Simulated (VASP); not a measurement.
# Ti12H2C in VASP: a series of runs, part 2 of 2

VASP 6.6.1. Earlier steps stand in the parts before.

## Step 3: Single point, PBE

The input, INCAR:

```
PREC = Accurate
ENCUT = 520
EDIFF = 1E-6
ISMEAR = 0
SIGMA = 0.05
LREAL = Auto
LASPH = T
NELM = 60
ALGO = Normal
ISIF = 2
LWAVE = F
LCHARG = F
GGA = PE
NBANDS = 88
```

The input, KPOINTS:

```
Automatic mesh
0
Gamma
  4 4 1
```

The input, POSCAR:

```
Ti12H2C
1.0
    5.9000000000      0.0000000000      0.0000000000
    2.9500000000      5.1095500000      0.0000000000
    0.0000000000      0.0000000000     17.6846000000
Ti C H
12 1 2
Direct
    0.0000000000      0.0000000000      0.0565463737
    0.5000000000      0.0000000000      0.0565463737
    0.0000000000      0.5000000000      0.0565463737
    0.5000000000      0.5000000000      0.0565463737
   -0.1667157673      0.3283295006      0.1800371510
    0.3385082100      0.3281866309      0.1799718399
   -0.1657053267      0.8318082806      0.1807397962
    0.3326216817      0.8346437553      0.1792894383
    0.0108213885     -0.0018854889      0.3105484433
    0.4912220743     -0.0013251656      0.3104408921
    0.0002657327      0.4995526025      0.3037322303
    0.4895908370      0.5205922244      0.3111182611
    1.3533206279      0.7987255238      0.3934095201
    1.2831560094      0.9444608625      0.4394718003
    1.4489406765      0.6027528843      0.4232388066
```

Potentials or basis: VASP PAW PBE potentials, release 64 (Ti_sv, C, H).

On the command line:

```
$ cat potpaw_PBE.64/Ti_sv/POTCAR potpaw_PBE.64/C/POTCAR potpaw_PBE.64/H/POTCAR > POTCAR
$ mpirun -np 1 vasp_std > vasp.out
```

OUTCAR:

```text
PREC = Accurate
   ENCUT = 520
   EDIFF = 1E-6
   ISMEAR = 0
   LREAL = Auto
   LASPH = T
   NELM = 60
   ISIF = 2
   GGA = PE

 ion  position               nearest neighbor table
   1  0.000  0.000  0.057-   5 2.75   8 2.76   7 2.78
   2  0.500  0.000  0.057-   6 2.75   8 2.76   7 2.78
   3  0.000  0.500  0.057-   7 2.77   6 2.78   5 2.79
   4  0.500  0.500  0.057-   8 2.76   6 2.77   5 2.77
   5  0.833  0.328  0.180-   1 2.75   4 2.77   3 2.79  11 2.79   9 2.86  12 2.91   6 2.92
   6  0.339  0.328  0.180-   2 2.75   4 2.77   3 2.78  11 2.79  10 2.86  12 2.91   5 2.92
   7  0.834  0.832  0.181-  11 2.76   3 2.77   1 2.78   2 2.78  10 2.89   9 2.89
   8  0.333  0.835  0.179-   1 2.76   2 2.76   4 2.76  12 2.83   9 2.84  10 2.85
   9  0.011  0.998  0.311-  13 2.29  12 2.82  10 2.84   8 2.84   5 2.86   7 2.89
  10  0.491  0.999  0.310-  13 2.27  12 2.83   9 2.84   8 2.85   6 2.86   7 2.89
  11  0.000  0.500  0.304-   7 2.76   5 2.79   6 2.79
  12  0.490  0.521  0.311-  13 2.03   9 2.82  10 2.83   8 2.83   5 2.91   6 2.91
  13  0.353  0.799  0.393-  14 1.10  15 1.13  12 2.03  10 2.27   9 2.29
[... 1108 lines left out ...]

  FORCE on cell =-STRESS in cart. coord.  units (eV):
  Direction    XX          YY          ZZ          XY          YZ          ZX
  --------------------------------------------------------------------------------------
  -------------------------------------------------------------------------------------
  Total       -4.9182056     -4.2706780     -0.3002299      0.0171802      0.0133797     -0.0020148
  in kB      -14.7804399    -12.8344573     -0.9022659      0.0516309      0.0402093     -0.0060550
  external PRESSURE =      -9.5057210 kB  Pullay stress =       0.0000000 kB

 VOLUME and BASIS-vectors are now :
 -----------------------------------------------------------------------------
  energy-cutoff  :      520.00
  volume of cell :      533.13
      direct lattice vectors                 reciprocal lattice vectors
     5.900000000  0.000000000  0.000000000     0.169491525 -0.097855976  0.000000000
     2.950000000  5.109550000  0.000000000     0.000000000  0.195711951  0.000000000
     0.000000000  0.000000000 17.684600000     0.000000000  0.000000000  0.056546374

 POSITION                                       TOTAL-FORCE (eV/Angst)
 -----------------------------------------------------------------------------------
      0.00000      0.00000      1.00000        -0.091850     -0.048031     -0.027507
      2.95000      0.00000      1.00000         0.092535     -0.057234     -0.029079
      1.47500      2.55477      1.00000        -0.003816      0.065254      0.080002
      4.42500      2.55477      1.00000         0.004249      0.030718      0.039703
      5.88495      1.67762      3.18389         0.008685      0.004558     -0.008226
      2.96535      1.67689      3.18273        -0.004704      0.008583     -0.002212
      7.37617      4.25017      3.19631        -0.004851      0.015779     -0.008471
      4.42467      4.26465      3.17066         0.001767      0.000841     -0.009295
      3.00828      5.09992      5.49193        -0.011244     -0.010992     -0.012490
      5.84430      5.10278      5.49002         0.005773     -0.006395     -0.011050
      1.47525      2.55249      5.37138         0.000762      0.000933     -0.002477
      4.42433      2.65999      5.50200        -0.004991     -0.016909     -0.024231
      4.44083      4.08113      6.95729         0.008171      0.026753     -0.011732
      4.45678      4.82577      7.77188         0.000608      0.011361      0.013341
      4.42687      3.07980      7.48481        -0.001094     -0.025217      0.013725
 -----------------------------------------------------------------------------------
    total drift:                               -0.003082      0.029323      0.012813

  FREE ENERGIE OF THE ION-ELECTRON SYSTEM (eV)
  ---------------------------------------------------
  free  energy   TOTEN  =      -103.8919033116 eV

  energy  without entropy=     -103.8602201661  energy(sigma->0) =     -103.87606174
```

OSZICAR:

```text
N       E                     dE             d eps       ncg     rms          rms(c)
DAV:   1     0.200278147347E+04    0.20028E+04   -0.79754E+04  1856   0.176E+03
DAV:   2     0.182546181340E+03   -0.18202E+04   -0.17925E+04  1768   0.572E+02
DAV:   3    -0.653996752898E+02   -0.24795E+03   -0.24160E+03  2800   0.184E+02
[... 26 lines left out ...]
DAV:  30    -0.103891840053E+03   -0.66336E-04   -0.90056E-06  1688   0.209E-02    0.715E-03
DAV:  31    -0.103891892748E+03   -0.52696E-04   -0.86462E-06  1736   0.136E-02    0.245E-03
DAV:  32    -0.103891900416E+03   -0.76673E-05   -0.12835E-06  1224   0.577E-03    0.171E-03
DAV:  33    -0.103891902580E+03   -0.21642E-05   -0.51862E-07  1160   0.321E-03    0.806E-04
DAV:  34    -0.103891903312E+03   -0.73183E-06   -0.20906E-07  1128   0.232E-03
   1 F= -.10389190E+03 E0= -.10387606E+03  d E =-.316831E-01
```

stdout:

```text
POSCAR found type information on POSCAR TiC H
 POSCAR found :  3 types and      15 ions
 scaLAPACK will be used
 LDA part: xc-table for (Slater+PW92), standard interpolation
 POSCAR, INCAR and KPOINTS ok, starting setup
 FFT: planning ... GRIDC
 FFT: planning ... GRID_SOFT
 FFT: planning ... GRID
 WAVECAR not read
 entering main loop
```

It took 22 min on 1 thread of Intel Xeon 6975P-C (Granite Rapids), shared host; peak memory 0.79 GiB.

Results:

```yaml
Free_energy: -103.8919 eV
Largest_force: 0.113 eV/Å
Band_gap_on_the_k_mesh: zero (bands 75 and 76 overlap by 0.56 eV)
```

Forces in eV/Å, atoms in the order of the input:
```
Ti  -0.092 -0.048 -0.028
Ti   0.093 -0.057 -0.029
Ti  -0.004  0.065  0.080
Ti   0.004  0.031  0.040
Ti   0.009  0.005 -0.008
Ti  -0.005  0.009 -0.002
Ti  -0.005  0.016 -0.008
Ti   0.002  0.001 -0.009
Ti  -0.011 -0.011 -0.012
Ti   0.006 -0.006 -0.011
Ti   0.001  0.001 -0.002
Ti  -0.005 -0.017 -0.024
C    0.008  0.027 -0.012
H    0.001  0.011  0.013
H   -0.001 -0.025  0.014
```

Levels at points of the mesh, in eV from the Fermi level:
```
           k point  band 73  band 74  band 75  band 76  band 77  band 78  band 79  band 80  band 81  band 82
(0.00, 0.00, 0.00)     0.21     0.32     0.34     0.61     0.62     0.66     0.67     0.67     0.68     0.73
(0.50, 0.00, 0.00)    -0.38    -0.30    -0.20    -0.15    -0.11     0.01     0.08     0.10     0.36     0.46
(0.50, 0.50, 0.00)    -0.38    -0.30    -0.20    -0.14    -0.11     0.01     0.08     0.10     0.36     0.46
(0.00, 0.50, 0.00)    -0.34    -0.33    -0.22    -0.15    -0.08     0.02     0.07     0.23     0.31     0.36
```

Caveat: there is no dipole correction, which matters where the two faces differ.
